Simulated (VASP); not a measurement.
Runs of VASP 6.6.1 on Ti. The structure is that of space group Fm-3m (No. 225), or close to it. The cells are those of the table. 

| cell | gap on the mesh (eV) | pressure (GPa) |
| --- | --- | --- |
| a = 2.892, b = 2.892, c = 2.914 Å, angles 59.8, 59.8, 60.5°, 1 atom | none | -3.8 |
| a = 2.957 Å, angles 60.0°, 1 atom | none | (a) |
| a = 2.914, b = 2.914, c = 2.957 Å, angles 59.5, 59.5, 61.0°, 1 atom | none | -6.6 |
| a = 2.828 Å, angles 60.0°, 1 atom | none | 4.9 |
| a = 2.936, b = 2.936, c = 2.914 Å, angles 60.2, 60.2, 59.5°, 1 atom | none | -6.6 |
| a = 2.785 Å, angles 60.0°, 1 atom | none | 11.3 |
| a = 2.871, b = 2.871, c = 2.914 Å, angles 59.5, 59.5, 61.0°, 1 atom | none | -2.2 |
| a = 2.914 Å, angles 60.0°, 1 atom | none | -5.2 |
| a = 2.806, b = 2.806, c = 2.785 Å, angles 60.3, 60.3, 59.5°, 1 atom | none | 9.1 |
| a = 2.849, b = 2.849, c = 2.828 Å, angles 60.3, 60.3, 59.5°, 1 atom | none | (c) |
| a = 2.828, b = 2.828, c = 2.871 Å, angles 59.5, 59.5, 61.0°, 1 atom | none | (b) |
| a = 2.936, b = 2.936, c = 2.957 Å, angles 59.8, 59.8, 60.5°, 1 atom | none | -7.9 |

Alike in all rows: task single point; level PBEsol; potentials or basis VASP PAW PBE potentials, release 64 (Ti_sv); no spin polarisation; k mesh 10 × 10 × 10; cutoff (eV) 520; smearing gaussian 0.15 eV.

Task: Estimate the missing entries.

Result: (a) -9.1; (b) 3.0; (c) 2.9.

Caveats: the PAW data sets were made with another functional, which shifts forces and pressure a little.

A gap of «none» marks levels without a gap at the run's occupations.
